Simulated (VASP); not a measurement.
Wanted: the native input for a VASP 6.6.1 run.

| Quantity | Value |
| --- | --- |
| Task | single point |
| Functional | PBEsol |
| Potentials or basis | VASP PAW PBE potentials, release 64 (Cu) |
| Cutoff | 520 eV |
| k mesh | 16 × 16 × 16 |
| Occupations | gaussian, width 0.1 eV |
| Spin | no spin polarisation |
| Dipole correction | no |
| Further INCAR settings | ALGO = Normal; EDIFF = 1e-06; NBANDS = 18 |

The structure of Cu lies in POSCAR:

```
Cu
1.0
    0.0000000000      2.5612645859      2.5612645859
    2.5612645859      0.0000000000      2.5612645859
    2.5612645859      2.5612645859      0.0000000000
Cu
2
Direct
    0.0000000000      0.0000000000      0.0000000000
    0.2500000000      0.2500000000      0.2500000000
```

These files were run (other wordings do the same):

INCAR

```
  ALGO = Normal
  EDIFF = 1E-6
  ENCUT = 520
  GGA = PS
  ISIF = 2
  ISMEAR = 0
  LASPH = True
  LCHARG = True
  LELF = True
  LREAL = False
  LVHAR = True
  LWAVE = False
  NBANDS = 18
  NELM = 80
  PREC = Accurate
  SIGMA = 0.1
```

KPOINTS

```
k-points
0
Gamma
  16 16 16
```

Potentials or basis: VASP PAW PBE potentials, release 64 (Cu).

Launch:

```bash
$ cat potpaw_PBE.64/Cu/POTCAR > POTCAR
$ mpirun -np 1 vasp_std > vasp.out
```

Results of the run:

```yaml
Pressure: 5.1 GPa
Band_gap_on_the_k_mesh: zero (band 11 reaches 4.41 eV, above the bottom of band 12 at 3.36 eV)
```

Caveat: the PAW data sets were made with another functional, which shifts forces and pressure a little.

Run time: 75 s on 1 thread of Intel(R) Xeon(R) Platinum 8488C (Sapphire Rapids) (shared host), peak memory 0.2 GiB.
